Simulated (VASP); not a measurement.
# Al (P6_3/mmc) in VASP: notebook, part 2 of 2

VASP 6.6.1. Earlier steps stand in the parts before.

## Step 4: Single point, LDA

This run uses another cell than the first one, of 15.23 Å³/atom, 1.003 times its volume.

INCAR reads:

```
PREC = Accurate ; ENCUT = 520
EDIFF = 1E-7 ; ISMEAR = 0
SIGMA = 0.15 ; LREAL = F
LASPH = T ; NELM = 100
ALGO = Normal ; ISIF = 2
LWAVE = F ; LCHARG = F
NBANDS = 10
```

KPOINTS reads:

```
Automatic mesh
0
Gamma
  18 18 10
```

POSCAR reads:

```
Al
1.0
    2.7394000000      0.0000000000      0.0000000000
   -1.3697000000      2.3723899911      0.0000000000
    0.0000000000      0.0000000000      4.6862330202
Al
2
Direct
    0.6666666667      0.3333333333      0.7500000000
    0.3333333333      0.6666666667      0.2500000000
```

Potentials or basis: VASP PAW LDA potentials, release 64 (Al).

Launch:

```
$ cat potpaw_LDA.64/Al/POTCAR > POTCAR
$ mpirun -np 1 vasp_std > vasp.out
```

OUTCAR:

```text
PREC = Accurate
   ENCUT = 520
   EDIFF = 1E-7
   ISMEAR = 0
   LREAL = F
   LASPH = T
   NELM = 100
   ISIF = 2

 ion  position               nearest neighbor table
   1  0.667  0.333  0.750-   2 2.83   2 2.83   2 2.83   2 2.83   2 2.83   2 2.83
   2  0.333  0.667  0.250-   1 2.83   1 2.83   1 2.83   1 2.83   1 2.83   1 2.83

  LATTYP: Found a hexagonal cell.
 ALAT       =     2.7394000000
 C/A-ratio  =     1.7106786231

  Lattice vectors:

 A1 = (   2.7394000000,   0.0000000000,   0.0000000000)
 A2 = (  -1.3697000000,   2.3723899911,   0.0000000000)
 A3 = (   0.0000000000,   0.0000000000,   4.6862330202)

Analysis of symmetry for initial positions (statically):
=====================================================================
 Subroutine PRICEL returns:
 Original cell was already a primitive cell.

 Routine SETGRP: Setting up the symmetry group for a
 hexagonal supercell.

 Subroutine GETGRP returns: Found 24 space group operations
 (whereof 12 operations were pure point group operations)
 out of a pool of 24 trial point group operations.

The static configuration has the point symmetry D_3d.
 The point group associated with its full space group is D_6h.

Analysis of symmetry for dynamics (positions and initial velocities):
=====================================================================
 Subroutine PRICEL returns:
 Original cell was already a primitive cell.

 Routine SETGRP: Setting up the symmetry group for a
 hexagonal supercell.

 Subroutine GETGRP returns: Found 24 space group operations
 (whereof 12 operations were pure point group operations)
 out of a pool of 24 trial point group operations.

The dynamic configuration has the point symmetry D_3d.
 The point group associated with its full space group is D_6h.

 Subroutine INISYM returns: Found 24 space group operations
 (whereof 12 operations are pure point group operations),
 and found     1 'primitive' translations
[... 118 lines left out ...]
  Thomas-Fermi vector in A             =   2.081161
   LORBIT       =      0    0 simple, 1 ext, 2 COOP (PROOUT), +10 PAW based schemes
   GGA     = CA    functional components
   LHFCALC =     F    Hartree Fock is set to
   AEXX    =    0.0000 exact exchange contribution
   IVDW    =     0    specifies the selected vdW correction
   LEPSILON=     F    determine dielectric tensor
   LRPA    =     F    only Hartree local field effects (RPA)
 non-spin polarized calculation
 Gauss-broadening in eV      SIGMA  =   0.15
  energy-cutoff  :      520.00
  volume of cell :       30.46
 maximum number of plane-waves:       841
   NGX = 11   NGY = 11   NGZ = 17

 number of electron       6.0000000 magnetization

 Free energy of the ion-electron system (eV)
  ---------------------------------------------------
  ext. energy  EPLUGINS =         0.00000000
  ---------------------------------------------------
  free energy    TOTEN  =        -8.29397862 eV

  energy without entropy =       -8.28592150  energy(sigma->0) =       -8.28995006

 E-fermi :   8.6426     XC(G=0): -10.6440

 val. band max:        8.6287444635   @ k =   0.2778   0.2222   0.1000
 cond. band min:       8.6474396947   @ k =   0.3333   0.0000   0.1000
 fundamental gap:      0.0186952312
 Fermi energy:         8.6426223047

 k-point     1 :       0.0000    0.0000    0.0000
  band No.  band energies     occupation
      1      -3.0183      2.00000
      2       3.5270      2.00000
      3       3.5587      2.00000
      4      20.3996      0.00000
      5      20.5713      0.00000
      6      20.5713      0.00000
      7      20.6427      0.00000
      8      20.6427      0.00000
      9      22.2594      0.00000
     10      24.0778      0.00000
[... 287 lines left out ...]
 k-point    24 :       0.3889    0.1111    0.0000
  band No.  band energies     occupation
      1       2.2860      2.00000
      2       5.0017      2.00000
      3       8.5201      1.75196
      4       8.7786      0.19979
      5      10.9843      0.00000
      6      11.3394      0.00000
      7      12.9059      0.00000
      8      18.1534      0.00000
      9      18.2360      0.00000
     10      20.1455      0.00000

 [... further k-points ...]

------------------------ aborting loop because EDIFF is reached ----------------------------------------

  FORCE on cell =-STRESS in cart. coord.  units (eV):
  Direction    XX          YY          ZZ          XY          YZ          ZX
  --------------------------------------------------------------------------------------
  -------------------------------------------------------------------------------------
  Total        0.9688305      0.9688305      0.5467738      0.0000000      0.0000000      0.0000000
  in kB       50.9674571     50.9674571     28.7642350      0.0000000      0.0000000      0.0000000
  external PRESSURE =      43.5663830 kB  Pullay stress =       0.0000000 kB

 VOLUME and BASIS-vectors are now :
 -----------------------------------------------------------------------------
  energy-cutoff  :      520.00
  volume of cell :       30.46
      direct lattice vectors                 reciprocal lattice vectors
     2.739400000  0.000000000  0.000000000     0.365043440  0.210757928  0.000000000
    -1.369700000  2.372389991  0.000000000     0.000000000  0.421515857  0.000000000
     0.000000000  0.000000000  4.686233020     0.000000000  0.000000000  0.213391011

 POSITION                                       TOTAL-FORCE (eV/Angst)
 -----------------------------------------------------------------------------------
      1.36970      0.79080      3.51467        -0.000000      0.000000      0.000000
     -0.00000      1.58159      1.17156         0.000000     -0.000000      0.000000
 -----------------------------------------------------------------------------------
    total drift:                               -0.000000      0.000000     -0.000000

  FREE ENERGIE OF THE ION-ELECTRON SYSTEM (eV)
  ---------------------------------------------------
  free  energy   TOTEN  =        -8.2939786228 eV

  energy  without entropy=       -8.2859215010  energy(sigma->0) =       -8.28995006
```

OSZICAR:

```text
N       E                     dE             d eps       ncg     rms          rms(c)
DAV:   1    -0.399175422486E+00   -0.39918E+00   -0.23932E+03  4440   0.479E+02
DAV:   2    -0.818375347517E+01   -0.77846E+01   -0.74785E+01  5950   0.568E+01
DAV:   3    -0.835826417944E+01   -0.17451E+00   -0.17315E+00  5810   0.664E+00
DAV:   4    -0.835887694106E+01   -0.61276E-03   -0.61270E-03  5300   0.462E-01
DAV:   5    -0.835887974792E+01   -0.28069E-05   -0.28080E-05  5336   0.315E-02    0.213E+00
DAV:   6    -0.831938381392E+01    0.39496E-01   -0.45004E-03  4926   0.305E-01    0.119E+00
DAV:   7    -0.829420913973E+01    0.25175E-01   -0.10332E-02  4678   0.454E-01    0.201E-01
DAV:   8    -0.829397916439E+01    0.22998E-03   -0.16340E-04  6132   0.686E-02    0.129E-02
DAV:   9    -0.829397863989E+01    0.52450E-06   -0.66823E-07  5192   0.499E-03    0.185E-03
DAV:  10    -0.829397862280E+01    0.17088E-07   -0.28685E-08  3840   0.768E-04
   1 F= -.82939786E+01 E0= -.82899501E+01  d E =-.805712E-02
```

stdout:

```text
POSCAR found type information on POSCAR Al
 POSCAR found :  1 types and       2 ions
 scaLAPACK will be used
 LDA part: xc-table for (Slater(with rela. corr.)+CA(PZ))
 , standard interpolation
 POSCAR, INCAR and KPOINTS ok, starting setup
 FFT: planning ... GRIDC
 FFT: planning ... GRID_SOFT
 FFT: planning ... GRID
 WAVECAR not read
 entering main loop
```

Run time: 28 s. Hardware: 1 thread of Intel Xeon 6975P-C, shared host; peak memory 0.16 GiB.

Results:

```
Free energy            : -8.2940 eV
Pressure               : 4.4 GPa
Band gap on the k mesh : zero (band 3 reaches 12.56 eV, above the bottom of band 4 at 5.44 eV)
```

Stress tensor (GPa, compression positive):
```
5.10 0.00 0.00
0.00 5.10 0.00
0.00 0.00 2.88
```

Levels at points of the mesh, in eV from the Fermi level:
```csv
k point,band 1,band 2,band 3,band 4,band 5,band 6,band 7,band 8
"(0.00, 0.00, 0.00)",-11.66,-5.12,-5.08,11.76,11.93,11.93,12.00,12.00
"(0.50, 0.00, 0.00)",-5.30,-5.27,0.60,0.83,1.38,1.62,6.52,8.22
"(0.00, 0.00, 0.50)",-9.99,-9.99,2.72,2.72,12.84,12.84,12.84,12.84
"(0.50, 0.00, 0.50)",-4.07,-4.07,-3.21,-3.21,7.66,7.66,7.93,7.93
```

## Step 5: Single point, LDA

This run uses another cell than the first one, of the same volume but with other edges.

INCAR reads:

```
SYSTEM = Al
  ALGO = Normal
  EDIFF = 1E-7
  ENCUT = 520
  GGA = CA
  ISIF = 2
  ISMEAR = 0
  LASPH = .TRUE.
  LCHARG = .TRUE.
  LELF = .TRUE.
  LREAL = .FALSE.
  LVHAR = .TRUE.
  LWAVE = .FALSE.
  NBANDS = 10
  NELM = 60
  PREC = Accurate
  SIGMA = 0.15
```

KPOINTS reads:

```
k-points
0
G
  18 18 10
  0 0 0
```

POSCAR reads:

```
Al
1.0
    2.7184000000      0.0000000000      0.0000000000
   -1.3592000000      2.3542034577      0.0000000000
    0.0000000000      0.0000000000      4.7448000000
Al
2
Direct
    0.6666666667      0.3333333333      0.7500000000
    0.3333333333      0.6666666667      0.2500000000
```

Potentials or basis: VASP PAW LDA potentials, release 64 (Al).

Launch:

```
$ cat potpaw_LDA.64/Al/POTCAR > POTCAR
$ mpirun -np 1 vasp_std > vasp.out
```

OUTCAR:

```text
SYSTEM = Al
   EDIFF = 1E-7
   ENCUT = 520
   GGA = CA
   ISIF = 2
   ISMEAR = 0
   LASPH = .TRUE.
   LREAL = .FALSE.
   NELM = 60
   PREC = Accurate

 ion  position               nearest neighbor table
   1  0.667  0.333  0.750-   2 2.84   2 2.84   2 2.84   2 2.84   2 2.84   2 2.84
   2  0.333  0.667  0.250-   1 2.84   1 2.84   1 2.84   1 2.84   1 2.84   1 2.84

  LATTYP: Found a hexagonal cell.
 ALAT       =     2.7184000000
 C/A-ratio  =     1.7454384932

  Lattice vectors:

 A1 = (   2.7184000000,   0.0000000000,   0.0000000000)
 A2 = (  -1.3592000000,   2.3542034577,   0.0000000000)
 A3 = (   0.0000000000,   0.0000000000,   4.7448000000)

Analysis of symmetry for initial positions (statically):
=====================================================================
 Subroutine PRICEL returns:
 Original cell was already a primitive cell.

 Routine SETGRP: Setting up the symmetry group for a
 hexagonal supercell.

 Subroutine GETGRP returns: Found 24 space group operations
 (whereof 12 operations were pure point group operations)
 out of a pool of 24 trial point group operations.

The static configuration has the point symmetry D_3d.
[... 172 lines left out ...]
      1      -3.0084      2.00000
      2       3.3396      2.00000
      3       3.4469      2.00000
      4      20.0611      0.00000
      5      20.9583      0.00000
      6      20.9583      0.00000
      7      20.9764      0.00000
      8      20.9764      0.00000
      9      21.6504      0.00000
     10      24.4297      0.00000
[... 287 lines left out ...]
 k-point    24 :       0.3889    0.1111    0.0000
  band No.  band energies     occupation
      1       2.3741      2.00000
      2       5.1186      2.00000
      3       8.5311      1.78762
      4       8.6550      1.06275
      5      10.9758      0.00000
      6      11.3885      0.00000
      7      13.0555      0.00000
      8      18.2324      0.00000
      9      18.3153      0.00000
     10      20.4614      0.00000

 [... further k-points ...]

------------------------ aborting loop because EDIFF is reached ----------------------------------------

  FORCE on cell =-STRESS in cart. coord.  units (eV):
  Direction    XX          YY          ZZ          XY          YZ          ZX
  --------------------------------------------------------------------------------------
  -------------------------------------------------------------------------------------
  Total        1.2063998      1.2063998      0.3927785     -0.0000000     -0.0000000      0.0000000
  in kB       63.6541280     63.6541280     20.7244528     -0.0000000     -0.0000000      0.0000000
  external PRESSURE =      49.3442363 kB  Pullay stress =       0.0000000 kB

 VOLUME and BASIS-vectors are now :
 -----------------------------------------------------------------------------
  energy-cutoff  :      520.00
  volume of cell :       30.37
      direct lattice vectors                 reciprocal lattice vectors
     2.718400000  0.000000000  0.000000000     0.367863449  0.212386061  0.000000000
    -1.359200000  2.354203458  0.000000000     0.000000000  0.424772123  0.000000000
     0.000000000  0.000000000  4.744800000     0.000000000  0.000000000  0.210757039

 POSITION                                       TOTAL-FORCE (eV/Angst)
 -----------------------------------------------------------------------------------
      1.35920      0.78473      3.55860         0.000000     -0.000000      0.000000
     -0.00000      1.56947      1.18620        -0.000000      0.000000      0.000000
 -----------------------------------------------------------------------------------
    total drift:                                0.000000     -0.000000      0.000000

  FREE ENERGIE OF THE ION-ELECTRON SYSTEM (eV)
  ---------------------------------------------------
  free  energy   TOTEN  =        -8.2829248563 eV

  energy  without entropy=       -8.2746429701  energy(sigma->0) =       -8.27878391
```

OSZICAR:

```text
N       E                     dE             d eps       ncg     rms          rms(c)
DAV:   1    -0.610071823986E+00   -0.61007E+00   -0.23567E+03  4440   0.477E+02
DAV:   2    -0.818378553838E+01   -0.75737E+01   -0.72807E+01  5880   0.568E+01
DAV:   3    -0.834779496137E+01   -0.16401E+00   -0.16186E+00  5876   0.653E+00
DAV:   4    -0.834837651194E+01   -0.58155E-03   -0.58144E-03  5284   0.438E-01
DAV:   5    -0.834837897019E+01   -0.24583E-05   -0.24570E-05  5456   0.304E-02    0.215E+00
DAV:   6    -0.830849934366E+01    0.39880E-01   -0.45545E-03  4942   0.304E-01    0.120E+00
DAV:   7    -0.828316488974E+01    0.25334E-01   -0.10362E-02  4728   0.451E-01    0.201E-01
DAV:   8    -0.828292552327E+01    0.23937E-03   -0.17748E-04  6102   0.714E-02    0.116E-02
DAV:   9    -0.828292491322E+01    0.61005E-06   -0.99582E-07  5192   0.611E-03    0.217E-03
DAV:  10    -0.828292485635E+01    0.56873E-07   -0.11053E-07  4222   0.127E-03
   1 F= -.82829249E+01 E0= -.82787839E+01  d E =-.828189E-02
```

Wall time 33 s (1 thread of Intel Xeon 6975P-C, shared host); peak memory 0.16 GiB.

Results:

| Property | Result |
| --- | --- |
| Free energy | -8.2829 eV |
| Pressure | 4.9 GPa |
| Band gap on the k mesh | zero (band 3 reaches 12.44 eV, above the bottom of band 4 at 5.52 eV) |

## Step 6: Single point, LDA

This run uses another cell than the first one, of 14.25 Å³/atom, 0.939 times its volume.

INCAR reads:

```
SYSTEM = Al
  ALGO = Normal
  EDIFF = 1E-6
  ENCUT = 520
  ISIF = 2
  ISMEAR = 0
  LASPH = .True.
  LCHARG = .False.
  LREAL = .False.
  LWAVE = .False.
  NBANDS = 10
  NELM = 100
  PREC = Accurate
  SIGMA = 0.15
```

KPOINTS reads:

```
k-points
0
Gamma
  18 18 10
  0 0 0
```

POSCAR reads:

```
Al
1.0
    2.7044000000      0.0000000000      0.0000000000
   -1.3522000000      2.3420791020      0.0000000000
    0.0000000000      0.0000000000      4.4988000000
Al
2
Direct
    0.6666666667      0.3333333333      0.7500000000
    0.3333333333      0.6666666667      0.2500000000
```

Potentials or basis: VASP PAW LDA potentials, release 64 (Al).

Launch:

```
$ cat potpaw_LDA.64/Al/POTCAR > POTCAR
$ mpirun -np 1 vasp_std > vasp.out
```

OUTCAR:

```text
SYSTEM = Al
   EDIFF = 1E-6
   ENCUT = 520
   ISIF = 2
   ISMEAR = 0
   LASPH = .True.
   LREAL = .False.
   NELM = 100
   PREC = Accurate

 ion  position               nearest neighbor table
   1  0.667  0.333  0.750-   2 2.74   2 2.74   2 2.74   2 2.74   2 2.74   2 2.74
   2  0.333  0.667  0.250-   1 2.74   1 2.74   1 2.74   1 2.74   1 2.74   1 2.74

  LATTYP: Found a hexagonal cell.
 ALAT       =     2.7044000000
 C/A-ratio  =     1.6635113149

  Lattice vectors:

[... 502 lines left out ...]
------------------------ aborting loop because EDIFF is reached ----------------------------------------

  FORCE on cell =-STRESS in cart. coord.  units (eV):
  Direction    XX          YY          ZZ          XY          YZ          ZX
  --------------------------------------------------------------------------------------
  -------------------------------------------------------------------------------------
  Total        2.1175139      2.1175139      2.0217965     -0.0000000     -0.0000000      0.0000000
  in kB      119.0604939    119.0604939    113.6786377     -0.0000000     -0.0000000      0.0000000
  external PRESSURE =     117.2665419 kB  Pullay stress =       0.0000000 kB

 VOLUME and BASIS-vectors are now :
 -----------------------------------------------------------------------------
  energy-cutoff  :      520.00
  volume of cell :       28.50
      direct lattice vectors                 reciprocal lattice vectors
     2.704400000  0.000000000  0.000000000     0.369767786  0.213485531  0.000000000
    -1.352200000  2.342079102  0.000000000     0.000000000  0.426971061  0.000000000
     0.000000000  0.000000000  4.498800000     0.000000000  0.000000000  0.222281497

 POSITION                                       TOTAL-FORCE (eV/Angst)
 -----------------------------------------------------------------------------------
      1.35220      0.78069      3.37410         0.000000      0.000000      0.000000
     -0.00000      1.56139      1.12470         0.000000     -0.000000      0.000000
 -----------------------------------------------------------------------------------
    total drift:                                0.000000     -0.000000      0.000000

  FREE ENERGIE OF THE ION-ELECTRON SYSTEM (eV)
  ---------------------------------------------------
  free  energy   TOTEN  =        -8.2026291055 eV

  energy  without entropy=       -8.1927210967  energy(sigma->0) =       -8.19767510
```

stdout:

```text
POSCAR found type information on POSCAR Al
 POSCAR found :  1 types and       2 ions
 scaLAPACK will be used
 LDA part: xc-table for (Slater(with rela. corr.)+CA(PZ))
 , standard interpolation
 POSCAR, INCAR and KPOINTS ok, starting setup
 FFT: planning ... GRIDC
 FFT: planning ... GRID_SOFT
 FFT: planning ... GRID
 WAVECAR not read
 entering main loop
```

Run time: 41 s. Hardware: 1 thread of Intel Xeon 8259CL, shared host; peak memory 0.16 GiB.

Results:

```yaml
Free_energy: -8.2026 eV
Pressure: 11.7 GPa
Band_gap_on_the_k_mesh: zero (band 3 reaches 13.65 eV, above the bottom of band 4 at 6.05 eV)
```

## Step 7: Summary

```tsv
cell	gap on the mesh (eV)	pressure (GPa)
a = 2.852, b = 2.852, c = 4.311 Å, angles 90.0, 90.0, 120.0°, 2 atoms	none	5.2
a = 2.655, b = 2.655, c = 4.967 Å, angles 90.0, 90.0, 120.0°, 2 atoms	none	6.9
a = 2.739, b = 2.739, c = 4.686 Å, angles 90.0, 90.0, 120.0°, 2 atoms	none	4.4
a = 2.718, b = 2.718, c = 4.745 Å, angles 90.0, 90.0, 120.0°, 2 atoms	none	4.9
a = 2.704, b = 2.704, c = 4.499 Å, angles 90.0, 90.0, 120.0°, 2 atoms	none	11.7
```

Alike in all rows: task single point; level LDA; potentials or basis VASP PAW LDA potentials, release 64 (Al); no spin polarisation; k mesh 18 × 18 × 10; cutoff (eV) 520; smearing gaussian 0.15 eV.

Absolute energies hang on the potentials; compare differences alone.
